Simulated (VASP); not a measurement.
Crystal: TaRhN2.

```
Ta Rh N
1.0
     3.08896    0.00000    0.00000
     0.00000    3.08896    0.00000
     0.00000    0.00000    4.36844
Ta Rh N
1 1 2
Direct
  0.00000 0.00000 0.00000
  0.50000 0.50000 0.50000
  0.00000 0.00000 0.50000
  0.50000 0.50000 0.00000
```

| Property | Result |
| --- | --- |
| Program | VASP 6.6.1 |
| Task | relaxation of cell and atoms |
| Functional | PBE |
| Potentials or basis | VASP PAW PBE potentials, release 64 (Ta_pv, Rh_pv, N) |
| Cutoff | 600 eV |
| k mesh | 6 × 6 × 4 |
| Occupations | gaussian, width 0.1 eV |
| Spin | collinear spin, ferromagnetic start |
| Starting moments | [0.0, 1.0, 0.0, 0.0] μB |

At the start: pressure 5.4 GPa; volume 10.42 Å³/atom.

Question: Where does the relaxation end?

Answer: Over 5 steps the energy falls by 11.1 meV/atom and the volume is 10.62 Å³/atom (+1.9 %); space group P4/mmm (No. 123, to 0.1 Å) before and after; moment 0.00 μB per cell.

Step by step:
```csv
step,energy change (eV),largest force (eV/Å),pressure (GPa),volume (Å³)
1,0.0000,0.0000,5.36,41.68
2,-0.0046,0.0000,-8.31,43.80
3,-0.0395,0.0000,-2.22,42.74
4,-0.0390,0.0000,2.33,42.18
5,-0.0443,0.0000,-0.06,42.47
```

Final structure:
```cif
data_structure
_symmetry_space_group_name_H-M 'P 1'
_symmetry_Int_Tables_number 1
_cell_length_a 3.1382
_cell_length_b 3.1382
_cell_length_c 4.3121
_cell_angle_alpha 90.000
_cell_angle_beta 90.000
_cell_angle_gamma 90.000
_cell_volume 42.47
loop_
_atom_site_label
_atom_site_type_symbol
_atom_site_fract_x
_atom_site_fract_y
_atom_site_fract_z
_atom_site_occupancy
Ta1 Ta 0.00000 0.00000 0.00000 1
Rh1 Rh 0.50000 0.50000 0.50000 1
N1 N 0.00000 0.00000 0.50000 1
N2 N 0.50000 0.50000 0.00000 1
```
